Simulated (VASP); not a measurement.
Here is a VASP 6.6.1 calculation.

The input INCAR:

```
PREC = Accurate
ENCUT = 520
EDIFF = 1E-6
ISMEAR = 0
SIGMA = 0.15
LREAL = False
LASPH = True
NELM = 80
ALGO = Normal
ISIF = 2
LWAVE = False
LCHARG = False
GGA = PE
IVDW = 12
NBANDS = 8
```

The input KPOINTS:

```
regular mesh
0
Gamma
  22 22 22
```

The input POSCAR:

```
Si
1.0
    0.0000000000      1.8152890139      1.8630597774
    1.8152890139      0.0000000000      1.8630597774
    1.8152890139      1.8152890139      0.0000000000
Si
1
Direct
    0.0000000000      0.0000000000      0.0000000000
```

Potentials or basis: VASP PAW PBE potentials, release 64 (Si).

Run with:

```console
$ cat potpaw_PBE.64/Si/POTCAR > POTCAR
$ mpirun -np 1 vasp_std > vasp.out
```

Problem. Predict the pressure.

Solution. 12.4 GPa.

Problem. Predict the band gap on the k mesh.

Solution. Zero (band 2 reaches 24.83 eV, above the bottom of band 3 at 8.97 eV).

Problem. Estimate the dispersion energy per atom.

Solution. -0.508 eV.

Stress tensor (GPa, compression positive):
```
12.49  0.00  0.00
 0.00 12.49  0.00
 0.00  0.00 12.24
```

Caveat: the cell differs from its parent crystal (strain -0.050 along x and y, -0.025 along z); pairwise dispersion overbinds metals, which lowers pressure and volume.
